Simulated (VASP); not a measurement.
# InP3 (R-3m) in VASP: notebook, part 2 of 2

VASP 6.6.1. Earlier steps stand in the parts before.

### Step 3. Single point, PBEsol (strain +0.0525 x Voigt [0, 0, 1, 0, 0, 0])

Contents of INCAR:

```
ALGO = Normal
EDIFF = 1E-7
ENCUT = 520
GGA = PS
ISIF = 2
ISMEAR = 0
LASPH = True
LCHARG = False
LREAL = False
LWAVE = False
NBANDS = 38
NELM = 60
PREC = Accurate
SIGMA = 0.15
```

Contents of KPOINTS:

```
k-points
0
Gamma
  6 6 6
```

Contents of POSCAR:

```
InP3
1.0
    3.7149867624      2.1448486073      3.4515435684
   -3.7149867624      2.1448486073      3.4515435684
    0.0000000000     -4.2896972146      3.4515435684
In P
2 6
Direct
    0.2732788992      0.2732788992      0.2732788992
    0.7267211008      0.7267211008      0.7267211008
    0.7947108820      0.2411926338      0.7947108820
    0.7947108820      0.7947108820      0.2411926338
    0.2411926338      0.7947108820      0.7947108820
    0.2052891180      0.7588073662      0.2052891180
    0.7588073662      0.2052891180      0.2052891180
    0.2052891180      0.2052891180      0.7588073662
```

Potentials or basis: VASP PAW PBE potentials, release 64 (In_d, P).

The run is started by

```
$ cat potpaw_PBE.64/In_d/POTCAR potpaw_PBE.64/P/POTCAR > POTCAR
$ mpirun -np 1 vasp_std > vasp.out
```

OUTCAR:

```text
EDIFF = 1E-7
   ENCUT = 520
   GGA = PS
   ISIF = 2
   ISMEAR = 0
   LASPH = True
   LREAL = False
   NELM = 60
   PREC = Accurate

 ion  position               nearest neighbor table
   1  0.273  0.273  0.273-   8 2.66   7 2.66   6 2.66   8 2.95   6 2.95   7 2.95
   2  0.727  0.727  0.727-   4 2.66   3 2.66   5 2.66   4 2.95   5 2.95   3 2.95
   3  0.795  0.241  0.795-   7 2.24   8 2.24   2 2.66   2 2.95
   4  0.795  0.795  0.241-   6 2.24   7 2.24   2 2.66   2 2.95
   5  0.241  0.795  0.795-   6 2.24   8 2.24   2 2.66   2 2.95
   6  0.205  0.759  0.205-   5 2.24   4 2.24   1 2.66   1 2.95
   7  0.759  0.205  0.205-   3 2.24   4 2.24   1 2.66   1 2.95
   8  0.205  0.205  0.759-   3 2.24   5 2.24   1 2.66   1 2.95

  LATTYP: Found a trigonal (rhomboedric) cell.
 ALAT       =     5.5058746079
 COS(alpha) =     0.0894749385

  Lattice vectors:

 A1 = (   3.7149867624,   2.1448486073,   3.4515435684)
 A2 = (  -3.7149867624,   2.1448486073,   3.4515435684)
 A3 = (   0.0000000000,  -4.2896972146,   3.4515435684)

Analysis of symmetry for initial positions (statically):
[... 183 lines left out ...]

  energy without entropy =      -41.19976146  energy(sigma->0) =      -41.20367393

 E-fermi :   6.3046     XC(G=0): -10.1569

 val. band max:        6.1557022806   @ k =   0.3333   0.3333   0.1667
 cond. band min:       6.3399950047   @ k =   0.5000   0.5000   0.0000
 fundamental gap:      0.1842927241
 Fermi energy:         6.3046429421

 k-point     1 :       0.0000    0.0000    0.0000
  band No.  band energies     occupation
      1      -8.1080      2.00000
      2      -8.1080      2.00000
      3      -7.9953      2.00000
      4      -7.9953      2.00000
      5      -7.9151      2.00000
      6      -7.9039      2.00000
[... 973 lines left out ...]
     37      10.6781      0.00000
     38      10.9926      0.00000

 [... further k-points ...]
[... 5 lines left out ...]
  --------------------------------------------------------------------------------------
  -------------------------------------------------------------------------------------
  Total       -2.1739432     -2.1739432     -5.4966624      0.0000000      0.0000000      0.0000000
  in kB      -21.1076681    -21.1076681    -53.3692524      0.0000000      0.0000000      0.0000000
  external PRESSURE =     -31.8615295 kB  Pullay stress =       0.0000000 kB

 VOLUME and BASIS-vectors are now :
 -----------------------------------------------------------------------------
  energy-cutoff  :      520.00
  volume of cell :      165.01
      direct lattice vectors                 reciprocal lattice vectors
     3.714986762  2.144848607  3.451543568     0.134589982  0.077705562  0.096575149
    -3.714986762  2.144848607  3.451543568    -0.134589982  0.077705562  0.096575149
     0.000000000 -4.289697215  3.451543568     0.000000000 -0.155411124  0.096575149

 POSITION                                       TOTAL-FORCE (eV/Angst)
 -----------------------------------------------------------------------------------
      0.00000      0.00000      2.82970        -0.000000      0.000000      0.027742
      0.00000      0.00000      7.52493        -0.000000      0.000000     -0.027742
      2.05631     -1.18721      6.31845         0.119550     -0.069022      0.517754
      0.00000      2.37443      6.31845        -0.000000      0.138045      0.517754
     -2.05631     -1.18721      6.31845        -0.119550     -0.069022      0.517754
     -2.05631      1.18721      4.03619        -0.119550      0.069022     -0.517754
      2.05631      1.18721      4.03619         0.119550      0.069022     -0.517754
      0.00000     -2.37443      4.03619        -0.000000     -0.138045     -0.517754
 -----------------------------------------------------------------------------------
    total drift:                                0.000000     -0.000000     -0.000000

  FREE ENERGIE OF THE ION-ELECTRON SYSTEM (eV)
  ---------------------------------------------------
  free  energy   TOTEN  =       -41.2075864057 eV

  energy  without entropy=      -41.1997614638  energy(sigma->0) =      -41.20367393
```

stdout:

```text
POSCAR found type information on POSCAR InP
 POSCAR found :  2 types and       8 ions
 scaLAPACK will be used
 -----------------------------------------------------------------------------
|                                                                             |
|                                                                             |
|     You enforced a specific xc type in the INCAR file but a different       |
|     I HOPE YOU KNOW WHAT YOU ARE DOING!                                     |
|                                                                             |
 -----------------------------------------------------------------------------

 LDA part: xc-table for (Slater+PW92), standard interpolation
 POSCAR, INCAR and KPOINTS ok, starting setup
 FFT: planning ... GRIDC
 FFT: planning ... GRID_SOFT
 FFT: planning ... GRID
 WAVECAR not read
 entering main loop
```

Run time: 4.6 min. Hardware: 1 thread of Intel Xeon Platinum 8259CL at 2.50GHz (Skylake/Cascade Lake), shared host; peak memory 0.34 GiB.

What came out:

* Free energy: -41.2076 eV
* Pressure: -3.2 GPa
* Largest force: 0.536 eV/Å
* Band gap on the k mesh: zero (band 28 reaches 6.42 eV, above the bottom of band 29 at 5.77 eV)

Forces on the atoms (eV/Å):
```
In   0.000  0.000  0.028
In   0.000  0.000 -0.028
P    0.120 -0.069  0.518
P    0.000  0.138  0.518
P   -0.120 -0.069  0.518
P   -0.120  0.069 -0.518
P    0.120  0.069 -0.518
P    0.000 -0.138 -0.518
```

Stress tensor (GPa, compression positive):
```
-2.11  0.00  0.00
 0.00 -2.11  0.00
 0.00  0.00 -5.34
```

Caveat: the cell differs from its parent crystal (strain +0.0525 x Voigt [0, 0, 1, 0, 0, 0]); the PAW data sets were made with another functional, which shifts forces and pressure a little; spin-orbit coupling is left out, which moves the levels of the heavy elements.

### Step 4. Single point, PBEsol (strain +0.0600 x Voigt [0, 0, 1, 0, 0, 0])

Contents of INCAR:

```
SYSTEM = InP3
ALGO     = Normal         ! electronic algorithm
EDIFF    = 1E-7           ! SCF threshold, eV
ENCUT    = 520            ! plane-wave cutoff, eV
GGA      = PS             ! functional
ISIF     = 2              ! what is computed and relaxed
ISMEAR   = 0              ! smearing method
LASPH    = .TRUE.         ! aspherical terms in the spheres
LCHARG   = .TRUE.         ! write CHGCAR
LELF     = .TRUE.         ! ELF
LREAL    = .FALSE.        ! projectors in reciprocal space
LVHAR    = .TRUE.       
LWAVE    = .FALSE.        ! write WAVECAR
NBANDS   = 38             ! bands
NELM     = 60             ! most SCF steps
PREC     = Accurate       ! precision mode
SIGMA    = 0.15           ! smearing width, eV
```

Contents of KPOINTS:

```
k-points
0
G
  6 6 6
  0 0 0
```

Edit POSCAR of step 3 so:

```diff
@@ -2,5 +2,5 @@
 1.0
-    3.7149867624      2.1448486073      3.4515435684
-   -3.7149867624      2.1448486073      3.4515435684
-    0.0000000000     -4.2896972146      3.4515435684
+    3.7149867624      2.1448486073      3.4761388907
+   -3.7149867624      2.1448486073      3.4761388907
+    0.0000000000     -4.2896972146      3.4761388907
 In P
```

The run is started by

```
$ cat potpaw_PBE.64/In_d/POTCAR potpaw_PBE.64/P/POTCAR > POTCAR
$ mpirun -np 1 vasp_std > vasp.out
```

Run time: 3.7 min. Hardware: 1 thread of Intel Xeon Platinum 8259CL at 2.50GHz (Skylake/Cascade Lake), shared host; peak memory 0.34 GiB.

The run converged. Its results:

| Item | Value |
| --- | --- |
| Free energy | -41.1663 eV |
| Pressure | -3.6 GPa |
| Largest force | 0.609 eV/Å |
| Band gap on the k mesh | zero (band 28 reaches 6.36 eV, above the bottom of band 29 at 5.72 eV) |

Forces on the atoms (eV/Å):
```
In   0.000  0.000  0.039
In   0.000  0.000 -0.039
P    0.133 -0.077  0.590
P    0.000  0.153  0.590
P   -0.133 -0.077  0.590
P   -0.133  0.077 -0.590
P    0.133  0.077 -0.590
P    0.000 -0.153 -0.590
```

Stress tensor (GPa, compression positive):
```
-2.34  0.00  0.00
 0.00 -2.34  0.00
 0.00  0.00 -6.00
```

Levels at points of the mesh, in eV from the Fermi level:
```
           k point  band 26  band 27  band 28  band 29  band 30  band 31
(0.00, 0.00, 0.00)    -2.06    -0.80    -0.66    -0.51    -0.51     2.18
(0.50, 0.00, 0.00)    -1.27    -1.24    -1.23     0.38     2.43     2.48
(0.50, 0.50, 0.00)    -0.95    -0.68     0.04     1.33     1.40     1.87
(0.50, 0.50, 0.50)     0.09     0.10     0.10     1.46     1.46     1.55
```

Caveat: the cell differs from its parent crystal (strain +0.0600 x Voigt [0, 0, 1, 0, 0, 0]); the PAW data sets were made with another functional, which shifts forces and pressure a little; spin-orbit coupling is left out, which moves the levels of the heavy elements.

### Step 5. Summary

```csv
cell,gap on the mesh (eV),pressure (GPa),largest force (eV/Å)
"a = 5.490 Å, angles 85.2°, 8 atoms",none,-2.8,0.46
"a = 5.506 Å, angles 84.9°, 8 atoms",none,-3.2,0.54
"a = 5.521 Å, angles 84.6°, 8 atoms",none,-3.6,0.61
```

Alike in all rows: task single point; level PBEsol; potentials or basis VASP PAW PBE potentials, release 64 (In_d, P); no spin polarisation; k mesh 6 × 6 × 6; cutoff (eV) 520; smearing gaussian 0.15 eV.

Caveats: the PAW data sets were made with another functional, which shifts forces and pressure a little; spin-orbit coupling is left out, which moves the levels of the heavy elements.

Absolute energies hang on the potentials; compare differences alone.
